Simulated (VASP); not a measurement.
A run of VASP 6.6.1 is set up as follows.

INCAR

```
PREC = Accurate ; ENCUT = 520
EDIFF = 1E-7 ; ISMEAR = -1
SIGMA = 0.06122561905347299 ; LREAL = False
LASPH = True ; NELM = 80
ALGO = Normal ; ISIF = 2
LWAVE = False ; LCHARG = False
GGA = PE ; NBANDS = 69
```

Contents of KPOINTS:

```
regular mesh
0
Gamma
  11 11 11
```

File POSCAR:

```
Ga2O5
1.0
    5.0335994049      0.0000000000      0.0000000000
    0.0000000000      5.0335994049      0.0000000000
    0.0000000000      0.0000000000      5.0335994049
Ga O
4 10
Direct
    0.0000000000      0.0000000000      0.0000000000
    0.5000000000      0.5000000000      0.0000000000
    0.5000000000      0.0000000000      0.5000000000
    0.0000000000      0.5000000000      0.5000000000
    0.5000000000      0.0000000000      0.0000000000
    0.0000000000      0.5000000000      0.0000000000
    0.0000000000      0.0000000000      0.5000000000
    0.5000000000      0.5000000000      0.5000000000
    0.7500000000      0.7500000000      0.2500000000
    0.7500000000      0.2500000000      0.7500000000
    0.2500000000      0.7500000000      0.7500000000
    0.7500000000      0.2500000000      0.2500000000
    0.2500000000      0.7500000000      0.2500000000
    0.2500000000      0.2500000000      0.7500000000
```

Potentials or basis: VASP PAW PBE potentials, release 64 (Ga_d, O).

The run is started by

```sh
$ cat potpaw_PBE.64/Ga_d/POTCAR potpaw_PBE.64/O/POTCAR > POTCAR
$ mpirun -np 1 vasp_std > vasp.out
```

(1) Predict the pressure.

(2) What does it give for the band gap on the k mesh?

Results:

(1) 11.0 GPa.

(2) zero (band 56 reaches 5.79 eV, above the bottom of band 57 at 5.34 eV).
